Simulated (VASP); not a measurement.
Input of a VASP 6.6.1 run:

The input INCAR:

```
  PREC = Accurate
  ENCUT = 600
  EDIFF = 1E-6
  ISMEAR = 0
  SIGMA = 0.1
  LREAL = False
  LASPH = True
  NELM = 80
  ALGO = Normal
  ISIF = 3
  LWAVE = False
  LCHARG = False
  GGA = PE
  IBRION = 2
  NSW = 90
  EDIFFG = -0.04
```

KPOINTS

```
regular mesh
0
Gamma
  4 4 4
```

The input POSCAR:

```
Zr2PdO6
1.0
    0.0000000000      3.7193114200      3.7193114200
    3.7193114200      0.0000000000      3.7193114200
    3.7193114200      3.7193114200      0.0000000000
Zr Pd O
2 1 6
Direct
    0.2500000000      0.2500000000      0.2500000000
    0.7500000000      0.7500000000      0.7500000000
    0.0000000000      0.0000000000      0.0000000000
    0.7864571200      0.2135428800      0.2135428800
    0.2135428800      0.7864571200      0.7864571200
    0.2135428800      0.7864571200      0.2135428800
    0.7864571200      0.2135428800      0.7864571200
    0.2135428800      0.2135428800      0.7864571200
    0.7864571200      0.7864571200      0.2135428800
```

Potentials or basis: VASP PAW PBE potentials, release 64 (Zr_sv, Pd, O).

The run is started by

```bash
$ cat potpaw_PBE.64/Zr_sv/POTCAR potpaw_PBE.64/Pd/POTCAR potpaw_PBE.64/O/POTCAR > POTCAR
$ mpirun -np 1 vasp_std > vasp.out
```

What does it give for the relaxed cell?

a = 5.129 Å, b = 5.129 Å, c = 5.129 Å, α = 60.00°, β = 60.00°, γ = 60.00°.

What does it give for the band gap on the k mesh?

0.19 eV, indirect (least direct gap 0.83 eV).

Predict the relaxed volume.

10.60 Å³/atom.

Predict the space group after relaxing (to 0.05 Å).

Fm-3m (No. 225).

Forces in eV/Å, atoms in the order of the input:
```
Zr   0.000  0.000  0.000
Zr   0.000  0.000  0.000
Pd   0.000  0.000  0.000
O    0.018  0.000  0.000
O   -0.018  0.000  0.000
O    0.000  0.018  0.000
O    0.000 -0.018  0.000
O    0.000  0.000  0.018
O    0.000  0.000 -0.018
```

A k mesh can miss the band edges.
